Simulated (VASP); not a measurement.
Input of a VASP 6.6.1 run:

File INCAR:

```
SYSTEM = Ge
PREC     = Accurate       ! precision mode
ENCUT    = 600            ! plane-wave cutoff, eV
EDIFF    = 1E-7           ! SCF threshold, eV
ISMEAR   = -1             ! smearing method
SIGMA    = 0.1            ! smearing width, eV
LREAL    = .FALSE.        ! projectors in reciprocal space
LASPH    = .TRUE.         ! aspherical terms in the spheres
NELM     = 80             ! most SCF steps
ALGO     = Normal         ! electronic algorithm
ISIF     = 3              ! what is computed and relaxed
LWAVE    = .FALSE.        ! write WAVECAR
LCHARG   = .FALSE.        ! write CHGCAR
GGA      = PS             ! functional
IBRION   = 2              ! ionic algorithm
NSW      = 80             ! ionic steps
EDIFFG   = -0.005         ! ionic threshold
```

The input KPOINTS:

```
Automatic mesh
0
G
  7 7 4
  0 0 0
```

POSCAR

```
Ge
1.0
    3.9975900000      0.0000000000      0.0000000000
   -1.9987900000      3.4620100000      0.0000000000
    0.0000000000      0.0000000000      6.5993800000
Ge
4
Direct
    0.6666666667      0.3333333333      0.0629000000
    0.3333333333      0.6666666667      0.5629000000
    0.6666666667      0.3333333333      0.4371000000
    0.3333333333      0.6666666667      0.9371000000
```

Potentials or basis: VASP PAW PBE potentials, release 64 (Ge_d).

Command:

```console
$ cat potpaw_PBE.64/Ge_d/POTCAR > POTCAR
$ mpirun -np 1 vasp_std > vasp.out
```

(1) Predict the relaxed cell.

(2) What does it give for the space group after relaxing (to 0.05 Å)?

(3) What does it give for the band gap on the k mesh?

Answers

(1) a = 4.002 Å, b = 4.002 Å, c = 6.580 Å, α = 90.00°, β = 90.00°, γ = 120.00°.

(2) P6_3/mmc (No. 194).

(3) 0.04 eV, indirect (least direct gap 0.14 eV).
